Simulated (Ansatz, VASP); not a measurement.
## One calculation of AlRh, two programs

Contents of INCAR:

```
  PREC = Accurate
  ENCUT = 520
  EDIFF = 1E-6
  ISMEAR = 1
  SIGMA = 0.1
  LREAL = F
  LASPH = T
  NELM = 100
  ALGO = Normal
  ISIF = 2
  LWAVE = F
  LCHARG = F
  NBANDS = 16
```

Contents of KPOINTS:

```
Automatic mesh
0
Gamma
  8 8 8
```

POSCAR

```
AlRh
1.0
    2.9773220000      0.0000000000      0.0000000000
    0.0000000000      2.9773220000      0.0000000000
    0.0000000000      0.0000000000      2.9773220000
Al Rh
1 1
Direct
    0.0000000000      0.0000000000      0.0000000000
    0.5000000000      0.5000000000      0.5000000000
```

Input for Ansatz:

```yaml
crystal:
  lattice:
    a: 2.977322
    b: 2.977322
    c: 2.977322
    alpha: 90.0
    beta: 90.0
    gamma: 90.0
  atoms:
    - { symbol: Al, position: [0.0, 0.0, 0.0] }
    - { symbol: Rh, position: [0.5, 0.5, 0.5] }
kpoints:
  mp_grid:
    grid: [8, 8, 8]
hamiltonian:
  xc: lda
  pseudopotentials:
    kind: all_electron
    lapw: {}
scf:
  occupations:
    method: cold
    width: 0.1
output:
  stress: true
```

Alike in both runs: task single point; functional LDA; k mesh 8 × 8 × 8; no spin polarisation.

```csv
,VASP,Ansatz
version,VASP 6.6.1,Ansatz 0.2.0
potentials or method,"VASP PAW LDA potentials, release 64 (Al, Rh_pv), cutoff 520 eV",all-electron (LAPW or listed datasets)
occupations,"methfessel-paxton of order 1, width 0.1 eV","cold, width 0.1 eV"
```

```csv
,VASP,Ansatz,Ansatz less VASP
pressure (GPa),-5.4,-5.9,-0.54
```

LDA's correlation is that of Perdew and Zunger in VASP and of Perdew and Wang (1992) in Ansatz. Ansatz ran all-electron here, and VASP with PAW potentials.
